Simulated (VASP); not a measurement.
# P5Ga5H18 in VASP: single point with PBE

Aim: the single point of P5Ga5H18 with PBE.

Everything below comes from runs of VASP 6.6.1. Logs are shortened: lines on timing, memory, paths and dates and some standing lists are left out, and cuts for length are marked.

## Step 1: The cell of the first run

The cell holds a cluster in a box, 28 atoms: a = 15.100 Å, b = 15.600 Å, c = 15.900 Å, α = 90.00°, β = 90.00°, γ = 90.00°.

## Step 2: Single point, PBE

Input file INCAR:

```
PREC     = Accurate       # precision mode
ENCUT    = 520            # plane-wave cutoff, eV
EDIFF    = 1E-7           # SCF threshold, eV
ISMEAR   = 0              # smearing method
SIGMA    = 0.05           # smearing width, eV
LREAL    = Auto         
LASPH    = True           # aspherical terms in the spheres
NELM     = 60             # most SCF steps
ALGO     = Normal         # electronic algorithm
ISIF     = 2              # what is computed and relaxed
LWAVE    = False          # write WAVECAR
LCHARG   = True           # write CHGCAR
GGA      = PE             # functional
LELF     = True           # ELF
LVHAR    = True         
NBANDS   = 74             # bands
```

Input file KPOINTS:

```
regular mesh
0
Gamma
  1 1 1
```

Input file POSCAR:

```
Ga5P5H18
1.0
   15.1000000000      0.0000000000      0.0000000000
    0.0000000000     15.6000000000      0.0000000000
    0.0000000000      0.0000000000     15.9000000000
P Ga H
5 5 18
Direct
    0.5126112406      0.4189513091      0.5900554304
    0.5126157035      0.5917842583      0.4204838957
    0.3500141560      0.4069654392      0.4087199416
    0.6511044429      0.3976468424      0.3995759901
    0.6689676314      0.6027905091      0.6008569286
    0.4221389576      0.5104286943      0.5102350669
    0.5783294206      0.3088261250      0.5042494998
    0.5969784169      0.6963560793      0.4998970896
    0.5783234955      0.5043254630      0.3124364080
    0.5969670987      0.4998921321      0.6926555283
    0.4494042093      0.3740956635      0.6398953857
    0.3364679162      0.5500335028      0.5490796701
    0.4494113529      0.6425864421      0.3764749552
    0.5008743607      0.2639618180      0.4546881417
    0.6494518033      0.2576021463      0.5545683105
    0.5295271804      0.7508012938      0.5519300411
    0.6692619483      0.7348034017      0.4406562766
    0.4005577474      0.3530732473      0.3558547359
    0.2916518234      0.3455799608      0.4443241424
    0.2916657398      0.4432581422      0.3484825363
    0.6968461675      0.3412937472      0.3442821381
    0.7271396721      0.4356930802      0.4368926895
    0.5008645887      0.4538186568      0.2684124197
    0.6494345839      0.5556090408      0.2621580000
    0.5295166262      0.5529340792      0.7460665269
    0.6692516033      0.4395195535      0.7303857030
    0.7185085003      0.6576026963      0.6546373516
    0.7423887875      0.5624287856      0.5612608518
```

Potentials or basis: VASP PAW PBE potentials, release 64 (P, Ga_d, H).

The run is started by

```bash
$ cat potpaw_PBE.64/P/POTCAR potpaw_PBE.64/Ga_d/POTCAR potpaw_PBE.64/H/POTCAR > POTCAR
$ mpirun -np 1 vasp_gam > vasp.out
```

OUTCAR:

```text
PREC = Accurate
   ENCUT = 520
   EDIFF = 1E-7
   ISMEAR = 0
   LREAL = Auto
   LASPH = True
   NELM = 60
   ISIF = 2
   GGA = PE

 ion  position               nearest neighbor table
   1  0.513  0.419  0.590-  11 1.42   6 2.35   7 2.41  10 2.42
   2  0.513  0.592  0.420-  13 1.42   6 2.35   9 2.41   8 2.42
   3  0.350  0.407  0.409-  18 1.41  19 1.42  20 1.42   6 2.53
   4  0.651  0.398  0.400-  22 1.42  21 1.42   9 2.43   7 2.43
   5  0.669  0.603  0.601-  28 1.42  27 1.42   8 2.43  10 2.43
   6  0.422  0.510  0.510-  12 1.56   1 2.35   2 2.35   3 2.53
   7  0.578  0.309  0.504-  15 1.56  14 1.57   1 2.41   4 2.43
   8  0.597  0.696  0.500-  17 1.56  16 1.56   2 2.42   5 2.43
   9  0.578  0.504  0.312-  24 1.56  23 1.57   2 2.41   4 2.43
  10  0.597  0.500  0.693-  26 1.56  25 1.56   1 2.42   5 2.43
  11  0.449  0.374  0.640-   1 1.42
  12  0.336  0.550  0.549-   6 1.56
  13  0.449  0.643  0.376-   2 1.42
  14  0.501  0.264  0.455-   7 1.57
  15  0.649  0.258  0.555-   7 1.56
  16  0.530  0.751  0.552-   8 1.56
[... 10 lines left out ...]
  27  0.719  0.658  0.655-   5 1.42
  28  0.742  0.562  0.561-   5 1.42

  LATTYP: Found a simple orthorhombic cell.
 ALAT       =    15.1000000000
 B/A-ratio  =     1.0331125828
 C/A-ratio  =     1.0529801325

  Lattice vectors:

 A1 = (  15.1000000000,   0.0000000000,   0.0000000000)
 A2 = (   0.0000000000,  15.6000000000,   0.0000000000)
 A3 = (   0.0000000000,   0.0000000000,  15.9000000000)

Analysis of symmetry for initial positions (statically):
=====================================================================
 Subroutine PRICEL returns:
 Original cell was already a primitive cell.

 Routine SETGRP: Setting up the symmetry group for a
 simple orthorhombic supercell.

 Subroutine GETGRP returns: Found  1 space group operations
 (whereof  1 operations were pure point group operations)
 out of a pool of  8 trial point group operations.

The static configuration has the point symmetry C_1 .

Analysis of symmetry for dynamics (positions and initial velocities):
=====================================================================
 Subroutine PRICEL returns:
 Original cell was already a primitive cell.

 Routine SETGRP: Setting up the symmetry group for a
 simple orthorhombic supercell.

 Subroutine GETGRP returns: Found  1 space group operations
 (whereof  1 operations were pure point group operations)
 out of a pool of  8 trial point group operations.

[... 132 lines left out ...]
   IBRION =     -1    ionic relax: 0-MD 1-quasi-New 2-CG
   NFREE  =      0    steps in history (QN), initial steepest desc. (CG)
   ISIF   =      2    stress and relaxation
   ISYM   =      2    0-nonsym 1-usesym 2-fastsym
   POTIM  = 0.5000    time-step for ionic-motion
   TEBEG  =    0.0;   TEEND  =   0.0 temperature during run
   PSTRESS=    0.0 pullay stress
   NELECT =     108.0000    total number of electrons
   NUPDOWN=      -1.0000    fix difference up-down
   EMIN   =  10.00;   EMAX   =-10.00  energy-range for DOS
   EFERMI =   0.00;   METHOD = LEGACY
   ISMEAR =     0;   SIGMA  =   0.05  broadening in eV -4-tet -1-fermi 0-gaus
   EFERMI_NEDOS =   21; number of points for ismear=-14 and -15
   IALGO  =     38    algorithm
   IMIX   =      4    mixing-type and parameters
     AMIX     =   0.40;   BMIX     =  1.00
     AMIX_MAG =   1.60;   BMIX_MAG =  1.00
  volume/ion in A,a.u.               =     133.76       902.69
  Fermi-wavevector in a.u.,A,eV,Ry     =   0.502015  0.948670  3.428925  0.252019
  Thomas-Fermi vector in A             =   1.510818
   LORBIT       =      0    0 simple, 1 ext, 2 COOP (PROOUT), +10 PAW based schemes
   GGA     = PE    functional components
   LHFCALC =     F    Hartree Fock is set to
   AEXX    =    0.0000 exact exchange contribution
   IVDW    =     0    specifies the selected vdW correction
   LEPSILON=     F    determine dielectric tensor
   LRPA    =     F    only Hartree local field effects (RPA)
 non-spin polarized calculation
 Gauss-broadening in eV      SIGMA  =   0.05
  energy-cutoff  :      520.00
  volume of cell :     3745.40
 maximum number of plane-waves:     50409
   NGX = 57   NGY = 59   NGZ = 59

 number of electron     107.9999969 magnetization

 Free energy of the ion-electron system (eV)
  ---------------------------------------------------
  ext. energy  EPLUGINS =         0.00000000
  ---------------------------------------------------
  free energy    TOTEN  =      -102.35067929 eV

  energy without entropy =     -102.35067929  energy(sigma->0) =     -102.35067929

 E-fermi :  -5.4705     XC(G=0):  -1.3014

 val. band max:       -5.7349064785   @ k =   0.0000   0.0000   0.0000
 cond. band min:      -1.2954211029   @ k =   0.0000   0.0000   0.0000
 fundamental gap:      4.4394853756
 Fermi energy:        -5.4704912483

 k-point     1 :       0.0000    0.0000    0.0000
  band No.  band energies     occupation
      1     -18.9092      2.00000
      2     -18.8290      2.00000
      3     -18.7873      2.00000
      4     -18.7325      2.00000
      5     -18.7304      2.00000
      6     -18.2339      2.00000
[... 58 lines left out ...]
     65      -0.0106      0.00000
     66       0.0039      0.00000
 [bands above 66 left out]

------------------------ aborting loop because EDIFF is reached ----------------------------------------

  FORCE on cell =-STRESS in cart. coord.  units (eV):
  Direction    XX          YY          ZZ          XY          YZ          ZX
  --------------------------------------------------------------------------------------
  -------------------------------------------------------------------------------------
  Total       -0.6686044     -0.4282861     -0.4268934      0.0456531      0.0307222      0.0484311
  in kB       -0.2860100     -0.1832086     -0.1826128      0.0195291      0.0131421      0.0207174
  external PRESSURE =      -0.2172771 kB  Pullay stress =       0.0000000 kB

 VOLUME and BASIS-vectors are now :
 -----------------------------------------------------------------------------
  energy-cutoff  :      520.00
  volume of cell :     3745.40
      direct lattice vectors                 reciprocal lattice vectors
    15.100000000  0.000000000  0.000000000     0.066225166  0.000000000  0.000000000
     0.000000000 15.600000000  0.000000000     0.000000000  0.064102564  0.000000000
     0.000000000  0.000000000 15.900000000     0.000000000  0.000000000  0.062893082

 POSITION                                       TOTAL-FORCE (eV/Angst)
 -----------------------------------------------------------------------------------
      7.74043      6.53564      9.38188        -0.026609      0.003355     -0.008815
      7.74050      9.23183      6.68569        -0.023895     -0.005623      0.001334
      5.28521      6.34866      6.49865        -0.051919     -0.017103     -0.013679
      9.83168      6.20329      6.35326         0.059063      0.003469      0.000565
     10.10141      9.40353      9.55363         0.041695      0.007113      0.010820
      6.37430      7.96269      8.11274         0.002235      0.027350      0.028297
[... 20 lines left out ...]
     10.84948     10.25860     10.40873        -0.026147     -0.027971     -0.027796
     11.21007      8.77389      8.92405        -0.033911      0.018125      0.018280
 -----------------------------------------------------------------------------------
    total drift:                                0.006698      0.007546      0.001037

  FREE ENERGIE OF THE ION-ELECTRON SYSTEM (eV)
  ---------------------------------------------------
  free  energy   TOTEN  =      -102.3506792927 eV

  energy  without entropy=     -102.3506792927  energy(sigma->0) =     -102.35067929
```

OSZICAR:

```text
N       E                     dE             d eps       ncg     rms          rms(c)
DAV:   1     0.707979035331E+03    0.70798E+03   -0.38124E+04   180   0.101E+03
DAV:   2     0.298092444332E+02   -0.67817E+03   -0.66253E+03   216   0.207E+02
DAV:   3    -0.991747876660E+02   -0.12898E+03   -0.12859E+03   184   0.866E+01
[... 24 lines left out ...]
DAV:  28    -0.102350678297E+03   -0.38092E-06    0.18700E-08   144   0.770E-04    0.675E-05
DAV:  29    -0.102350678854E+03   -0.55692E-06    0.14845E-08   128   0.579E-04    0.583E-05
DAV:  30    -0.102350679050E+03   -0.19626E-06    0.25636E-08   144   0.574E-04    0.335E-05
DAV:  31    -0.102350679215E+03   -0.16468E-06    0.25898E-08   128   0.421E-04    0.221E-05
DAV:  32    -0.102350679293E+03   -0.77571E-07    0.28272E-08   144   0.205E-04
   1 F= -.10235068E+03 E0= -.10235068E+03  d E =-.201764E-13
```

stdout:

```text
POSCAR found type information on POSCAR P GaH
 POSCAR found :  3 types and      28 ions
 scaLAPACK will be used
 LDA part: xc-table for (Slater+PW92), standard interpolation
 POSCAR, INCAR and KPOINTS ok, starting setup
 FFT: planning ... GRIDC
 FFT: planning ... GRID_SOFT
 FFT: planning ... GRID
 WAVECAR not read
 entering main loop
```

It took 12 min on 1 thread of Intel Xeon 6975P-C (Granite Rapids), shared host; peak memory 2.4 GiB.

Results:

| Quantity | Value |
| --- | --- |
| Free energy | -102.3507 eV |
| Largest force | 0.059 eV/Å |
| Gap between the frontier levels | 4.44 eV |

Forces on the atoms (eV/Å):
```
P   -0.027  0.003 -0.009
P   -0.024 -0.006  0.001
P   -0.052 -0.017 -0.014
P    0.059  0.003  0.001
P    0.042  0.007  0.011
Ga   0.002  0.027  0.028
Ga  -0.001 -0.048  0.004
Ga   0.002  0.046 -0.012
Ga   0.004  0.006 -0.049
Ga   0.003 -0.012  0.043
H    0.024  0.016 -0.020
H    0.011 -0.015 -0.015
H    0.024 -0.020  0.016
H    0.027  0.015  0.012
H   -0.017  0.017 -0.016
H    0.022 -0.020 -0.005
H   -0.014 -0.012  0.017
H   -0.016  0.008  0.008
H    0.024  0.013 -0.016
H    0.024 -0.016  0.013
H   -0.035  0.029  0.030
H   -0.040 -0.023 -0.023
H    0.027  0.012  0.015
H   -0.017 -0.017  0.018
H    0.022 -0.005 -0.020
H   -0.015  0.016 -0.012
H   -0.026 -0.028 -0.028
H   -0.034  0.018  0.018
```

Levels at points of the mesh, in eV from the valence-band top:
| k point | band 50 | band 51 | band 52 | band 53 | band 54 | band 55 | band 56 | band 57 | band 58 | band 59 |
| --- | --- | --- | --- | --- | --- | --- | --- | --- | --- | --- |
| (0.00, 0.00, 0.00) | -0.29 | -0.26 | -0.14 | -0.14 | 0.00 | 4.44 | 4.52 | 4.56 | 4.60 | 5.00 |
